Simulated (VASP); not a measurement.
A run of VASP 6.6.1 is set up as follows.

INCAR

```
SYSTEM = ZrO2
PREC     = Accurate       ! precision mode
ENCUT    = 600            ! plane-wave cutoff, eV
EDIFF    = 1E-6           ! SCF threshold, eV
ISMEAR   = 0              ! smearing method
SIGMA    = 0.01           ! smearing width, eV
LREAL    = .False.        ! projectors in reciprocal space
LASPH    = .True.         ! aspherical terms in the spheres
NELM     = 120            ! most SCF steps
ALGO     = Normal         ! electronic algorithm
ISIF     = 2              ! what is computed and relaxed
LWAVE    = .False.        ! write WAVECAR
LCHARG   = .False.        ! write CHGCAR
GGA      = PE             ! functional
NBANDS   = 19             ! bands
GGA_COMPAT= .False.
```

The input KPOINTS:

```
regular mesh
0
Gamma
  4 4 4
  0 0 0
```

POSCAR

```
ZrO2
1.0
    0.0000000000      2.5447136196      2.5447136196
    2.5447136196      0.0000000000      2.5447136196
    2.5447136196      2.5447136196      0.0000000000
Zr O
1 2
Direct
    0.0000000000      0.0000000000      0.0000000000
    0.2500000000      0.2500000000      0.2500000000
    0.7500000000      0.7500000000      0.7500000000
```

Potentials or basis: VASP PAW PBE potentials, release 64 (Zr_sv, O).

Run with:

```sh
$ cat potpaw_PBE.64/Zr_sv/POTCAR potpaw_PBE.64/O/POTCAR > POTCAR
$ mpirun -np 1 vasp_std > vasp.out
```

Task: Estimate the pressure.

Result: 3.9 GPa.

Task: Estimate the band gap on the k mesh.

Result: 3.35 eV, indirect (least direct gap 3.80 eV).

Caveat: the k points lie up to 0.53 Å⁻¹ apart. A k mesh can miss the band edges.
